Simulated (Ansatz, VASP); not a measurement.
## B4F in VASP and in Ansatz

Contents of INCAR:

```
SYSTEM = B4F
ALGO = Normal
EDIFF = 1E-6
ENCUT = 520
GGA = PE
ISIF = 2
ISMEAR = 0
LASPH = .True.
LCHARG = .False.
LREAL = .False.
LWAVE = .False.
NBANDS = 18
NELM = 60
PREC = Accurate
SIGMA = 0.1
```

KPOINTS

```
k-points
0
Gamma
  8 8 2
  0 0 0
```

The input POSCAR:

```
B4F
1.0
    1.8462825100     -1.3051873300      0.0000000000
    1.8462825100      1.3051873300      0.0000000000
   -0.7364608900      0.0000000000      8.2807131800
B F
4 1
Direct
    0.6130560000      0.6130560000      0.8219469800
    0.1987099900      0.1987099900      0.6059489800
    0.8012900100      0.8012900100      0.3940510200
    0.3869440000      0.3869440000      0.1780530200
    0.0000000000      0.0000000000      0.0000000000
```

Input for Ansatz:

```yaml
crystal:
  lattice:
    - [1.84628251, -1.30518733, 0.0]
    - [1.84628251, 1.30518733, 0.0]
    - [-0.73646089, 0.0, 8.28071318]
  atoms:
    - { symbol: B, position: [0.613056, 0.613056, 0.82194698] }
    - { symbol: B, position: [0.19870999, 0.19870999, 0.60594898] }
    - { symbol: B, position: [0.80129001, 0.80129001, 0.39405102] }
    - { symbol: B, position: [0.386944, 0.386944, 0.17805302] }
    - { symbol: F, position: [0.0, 0.0, 0.0] }
basis:
  ecutwfc: 420
kpoints:
  mp_grid: { grid: [8, 8, 2] }
hamiltonian:
  xc: pbe
scf:
  occupations: { method: gaussian, width: 0.1 }
  lower_state_search: "off"
output:
  forces: true
  stress: true
  eigenvalues: true
```

Change from the starting cell: species swapped into the AlAu4 type (C2/m, No. 12).

Alike in both runs: task single point; functional PBE; k mesh 8 × 8 × 2; occupations gaussian, width 0.1 eV; no spin polarisation.

```csv
,VASP,Ansatz
version,VASP 6.6.1,Ansatz 0.2.0
potentials or method,"VASP PAW PBE potentials, release 64 (B, F), cutoff 520 eV","scalar-relativistic, plane waves, PAW"
valence electrons in the cell,19,19
```

Ansatz gave:

- gap on the k mesh at the Fermi level (eV): none
- pressure (GPa): -15.7
- traceless stress, the component that is largest in VASP (GPa): -12.20
- rms of the force components (eV/Å): 1.343

**Question.** Which values does VASP return?

**Answer.** gap on the k mesh at the Fermi level (eV): none; pressure (GPa): -16.0; traceless stress, the component that is largest in VASP (GPa): -12.22; rms of the force components (eV/Å): 1.346.

Atom by atom the forces differ by 0.003 eV/Å (rms over components). A gap of «none» marks a metal or a gap that the smearing closes. The functional is the same, so the differences come from potentials, cutoffs and numerics.

The k mesh is coarse, so the values compare programs but aren't converged.
